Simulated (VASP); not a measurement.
# Mg (Fm-3m) in VASP: a series of runs

The runs below take Mg through single point, with PBE.

Everything below comes from runs of VASP 6.6.1. Logs are shortened: lines on timing, memory, paths and dates and some standing lists are left out, and cuts for length are marked.

### Step 1. The cell of the first run

The structure is cubic, space group Fm-3m (No. 225). Conventional cell: a = 4.031 Å, b = 4.031 Å, c = 4.031 Å, α = 90.00°, β = 90.00°, γ = 90.00°. Mg (site symmetry m-3m) has 12 Mg at 2.85 Å within 3.8 Å.

This isn't the form of Mg at room conditions, which is hcp.

### Step 2. Single point, PBE (16.38 Å³/atom)

Input file INCAR:

```
ALGO = Normal ; EDIFF = 1E-6
ENCUT = 600 ; GGA = PE
GGA_COMPAT = False ; ISIF = 2
ISMEAR = -1 ; LASPH = True
LCHARG = False ; LREAL = False
LWAVE = False ; NBANDS = 7
NELM = 120 ; PREC = Accurate
SIGMA = 0.1
```

Input file KPOINTS:

```
k-points
0
Gamma
  16 16 16
```

Input file POSCAR:

```
Mg
1.0
    0.0000000000      2.0157273470      2.0157273470
    2.0157273470      0.0000000000      2.0157273470
    2.0157273470      2.0157273470      0.0000000000
Mg
1
Direct
    0.0000000000      0.0000000000      0.0000000000
```

Potentials or basis: VASP PAW PBE potentials, release 64 (Mg).

The run is started by

```sh
cat potpaw_PBE.64/Mg/POTCAR > POTCAR
mpirun -np 1 vasp_std > vasp.out
```

OUTCAR:

```text
EDIFF = 1E-6
   ENCUT = 600
   GGA = PE
   ISIF = 2
   ISMEAR = -1
   LASPH = True
   LREAL = False
   NELM = 120
   PREC = Accurate

 ion  position               nearest neighbor table
   1  0.000  0.000  0.000-

  LATTYP: Found a face centered cubic cell.
 ALAT       =     4.0314546940

  Lattice vectors:

 A1 = (   0.0000000000,   2.0157273470,   2.0157273470)
 A2 = (   2.0157273470,   0.0000000000,   2.0157273470)
 A3 = (   2.0157273470,   2.0157273470,   0.0000000000)

Analysis of symmetry for initial positions (statically):
=====================================================================
 Subroutine PRICEL returns:
 Original cell was already a primitive cell.

 Routine SETGRP: Setting up the symmetry group for a
 face centered cubic supercell.

 Subroutine GETGRP returns: Found 48 space group operations
 (whereof 48 operations were pure point group operations)
 out of a pool of 48 trial point group operations.

The static configuration has the point symmetry O_h .

Analysis of symmetry for dynamics (positions and initial velocities):
=====================================================================
 Subroutine PRICEL returns:
 Original cell was already a primitive cell.

 Routine SETGRP: Setting up the symmetry group for a
 face centered cubic supercell.

 Subroutine GETGRP returns: Found 48 space group operations
 (whereof 48 operations were pure point group operations)
 out of a pool of 48 trial point group operations.

The dynamic configuration has the point symmetry O_h .

 Subroutine INISYM returns: Found 48 space group operations
 (whereof 48 operations are pure point group operations),
 and found     1 'primitive' translations

----------------------------------------------------------------------------------------

                                     Primitive cell

  volume of cell :      16.3804

  direct lattice vectors                    reciprocal lattice vectors
     0.000000000  2.015727347  2.015727347    -0.248049420  0.248049420  0.248049420
     2.015727347  0.000000000  2.015727347     0.248049420 -0.248049420  0.248049420
     2.015727347  2.015727347  0.000000000     0.248049420  0.248049420 -0.248049420

  length of vectors
     2.850668952  2.850668952  2.850668952     0.429634199  0.429634199  0.429634199

  position of ions in fractional coordinates (direct lattice)
[... 75 lines left out ...]
   ENCUT  =  600.0 eV  44.10 Ry    6.64 a.u.   5.69  5.69  5.69*2*pi/ulx,y,z
   NELM   =    120;   NELMIN=  2; NELMDL= -5     # of ELM steps
   EDIFF  = 0.1E-05   stopping-criterion for ELM
   LREAL  =      F    real-space projection
   EDIFFG = 0.1E-04   stopping-criterion for IOM
   NSW    =      0    number of steps for IOM
   IBRION =     -1    ionic relax: 0-MD 1-quasi-New 2-CG
   NFREE  =      0    steps in history (QN), initial steepest desc. (CG)
   ISIF   =      2    stress and relaxation
   ISYM   =      2    0-nonsym 1-usesym 2-fastsym
   POTIM  = 0.5000    time-step for ionic-motion
   TEBEG  =    0.0;   TEEND  =   0.0 temperature during run
   PSTRESS=    0.0 pullay stress
   NELECT =       2.0000    total number of electrons
   NUPDOWN=      -1.0000    fix difference up-down
   EMIN   =  10.00;   EMAX   =-10.00  energy-range for DOS
   EFERMI =   0.00;   METHOD = LEGACY
   ISMEAR =    -1;   SIGMA  =   0.10  broadening in eV -4-tet -1-fermi 0-gaus
   EFERMI_NEDOS =   21; number of points for ismear=-14 and -15
   IALGO  =     38    algorithm
   IMIX   =      4    mixing-type and parameters
     AMIX     =   0.40;   BMIX     =  1.00
     AMIX_MAG =   1.60;   BMIX_MAG =  1.00
  volume/ion in A,a.u.               =      16.38       110.54
  Fermi-wavevector in a.u.,A,eV,Ry     =   0.812163  1.534765  8.974515  0.659608
  Thomas-Fermi vector in A             =   1.921655
   LORBIT       =      0    0 simple, 1 ext, 2 COOP (PROOUT), +10 PAW based schemes
   GGA     = PE    functional components
   LHFCALC =     F    Hartree Fock is set to
   AEXX    =    0.0000 exact exchange contribution
   IVDW    =     0    specifies the selected vdW correction
   LEPSILON=     F    determine dielectric tensor
   LRPA    =     F    only Hartree local field effects (RPA)
 non-spin polarized calculation
  energy-cutoff  :      600.00
  volume of cell :       16.38
 maximum number of plane-waves:       568
   NGX = 11   NGY = 11   NGZ = 11

 number of electron       2.0000000 magnetization

 Free energy of the ion-electron system (eV)
  ---------------------------------------------------
  ext. energy  EPLUGINS =         0.00000000
  ---------------------------------------------------
  free energy    TOTEN  =        -1.12436255 eV

  energy without entropy =       -1.11170960  energy(sigma->0) =       -1.11803607

 E-fermi :   4.6375     XC(G=0):  -9.6051

 val. band max:        4.6184768342   @ k =  -0.4375   0.4375   0.0000
 cond. band min:       4.6505132944   @ k =   0.4375   0.0000   0.0000
 fundamental gap:      0.0320364603
 Fermi energy:         4.6374599363

 k-point     1 :       0.0000    0.0000    0.0000
  band No.  band energies     occupation
      1      -3.8487      2.00000
      2      19.2789      0.00000
      3      19.2789      0.00000
      4      19.2789      0.00000
      5      22.0635      0.00000
      6      23.2474      0.00000
      7      23.2474      0.00000
[... 221 lines left out ...]
 k-point    24 :      -0.0625    0.0625    0.0000
  band No.  band energies     occupation
      1      -3.5581      2.00000
      2      16.6186      0.00000
      3      17.9356      0.00000
      4      19.5618      0.00000
      5      22.9358      0.00000
      6      23.1109      0.00000
      7      23.6099      0.00000

 [... further k-points ...]

------------------------ aborting loop because EDIFF is reached ----------------------------------------

  FORCE on cell =-STRESS in cart. coord.  units (eV):
  Direction    XX          YY          ZZ          XY          YZ          ZX
  --------------------------------------------------------------------------------------
  -------------------------------------------------------------------------------------
  Total        2.4396346      2.4396346      2.4396346      0.0000000     -0.0000000      0.0000000
  in kB      238.6217439    238.6217439    238.6217439      0.0000000     -0.0000000      0.0000000
  external PRESSURE =     238.6217439 kB  Pullay stress =       0.0000000 kB

 VOLUME and BASIS-vectors are now :
 -----------------------------------------------------------------------------
  energy-cutoff  :      600.00
  volume of cell :       16.38
      direct lattice vectors                 reciprocal lattice vectors
     0.000000000  2.015727347  2.015727347    -0.248049420  0.248049420  0.248049420
     2.015727347  0.000000000  2.015727347     0.248049420 -0.248049420  0.248049420
     2.015727347  2.015727347  0.000000000     0.248049420  0.248049420 -0.248049420

 POSITION                                       TOTAL-FORCE (eV/Angst)
 -----------------------------------------------------------------------------------
      0.00000      0.00000      0.00000         0.000000      0.000000      0.000000
 -----------------------------------------------------------------------------------
    total drift:                               -0.000000      0.000000     -0.000000

  FREE ENERGIE OF THE ION-ELECTRON SYSTEM (eV)
  ---------------------------------------------------
  free  energy   TOTEN  =        -1.1243625490 eV

  energy  without entropy=       -1.1117095980  energy(sigma->0) =       -1.11803607
```

stdout:

```text
POSCAR found type information on POSCAR Mg
 POSCAR found :  1 types and       1 ions
 scaLAPACK will be used
 LDA part: xc-table for (Slater+PW92), standard interpolation
 POSCAR, INCAR and KPOINTS ok, starting setup
 FFT: planning ... GRIDC
 FFT: planning ... GRID_SOFT
 FFT: planning ... GRID
 WAVECAR not read
 entering main loop
```

It took 21 s on 1 thread of Intel Xeon 8259CL, shared host; peak memory 0.15 GiB.

Results:

```
Free energy            : -1.1244 eV
Pressure               : 23.9 GPa
Band gap on the k mesh : zero (bands 1 and 2 overlap by 2.95 eV)
```

Levels at points of the mesh, in eV from the Fermi level:
```csv
k point,band 1,band 2,band 3,band 4,band 5
"(0.00, 0.00, 0.00)",-8.49,14.64,14.64,14.64,17.43
"(0.50, 0.00, 0.00)",-2.27,-1.26,13.24,13.24,15.96
"(0.50, 0.50, 0.00)",-0.26,0.92,6.73,8.99,8.99
```

Caveat: the cell stands under pressure.

### Step 3. Single point, PBE

Input file INCAR:

```
SYSTEM = Mg
PREC     = Accurate       ! precision mode
ENCUT    = 600            ! plane-wave cutoff, eV
EDIFF    = 1E-6           ! SCF threshold, eV
ISMEAR   = -1             ! smearing method
SIGMA    = 0.1            ! smearing width, eV
LREAL    = .False.        ! projectors in reciprocal space
LASPH    = .True.         ! aspherical terms in the spheres
NELM     = 120            ! most SCF steps
ALGO     = Normal         ! electronic algorithm
ISIF     = 2              ! what is computed and relaxed
LWAVE    = .False.        ! write WAVECAR
LCHARG   = .False.        ! write CHGCAR
GGA      = PE             ! functional
NBANDS   = 7              ! bands
GGA_COMPAT= .False.
```

Input file KPOINTS:

```
Automatic mesh
0
Gamma
  16 16 16
  0 0 0
```

Input file POSCAR:

```
Mg
1.0
    0.0000000000      2.0144635679      2.0144635679
    2.0144635679      0.0000000000      2.0144635679
    2.0144635679      2.0144635679      0.0000000000
Mg
1
Direct
    0.0000000000      0.0000000000      0.0000000000
```

Potentials or basis: VASP PAW PBE potentials, release 64 (Mg).

The run is started by

```sh
cat potpaw_PBE.64/Mg/POTCAR > POTCAR
mpirun -np 1 vasp_std > vasp.out
```

It took 21 s on 1 thread of Intel Xeon 8259CL, shared host; peak memory 0.15 GiB.

Results (log left out):

* Free energy: -1.1198 eV
* Pressure: 24.1 GPa
* Band gap on the k mesh: zero (bands 1 and 2 overlap by 2.95 eV)

Levels at points of the mesh, in eV from the Fermi level:
```
           k point  band 1  band 2  band 3  band 4  band 5
(0.00, 0.00, 0.00)   -8.50   14.65   14.65   14.65   17.44
(0.50, 0.00, 0.00)   -2.27   -1.26   13.25   13.25   15.98
(0.50, 0.50, 0.00)   -0.26    0.92    6.73    9.00    9.00
```

Caveat: the cell stands under pressure.

(Part 1 of 2 ends here.)

The gap in the log of VASP goes by the Fermi energy; the results here count the filled bands.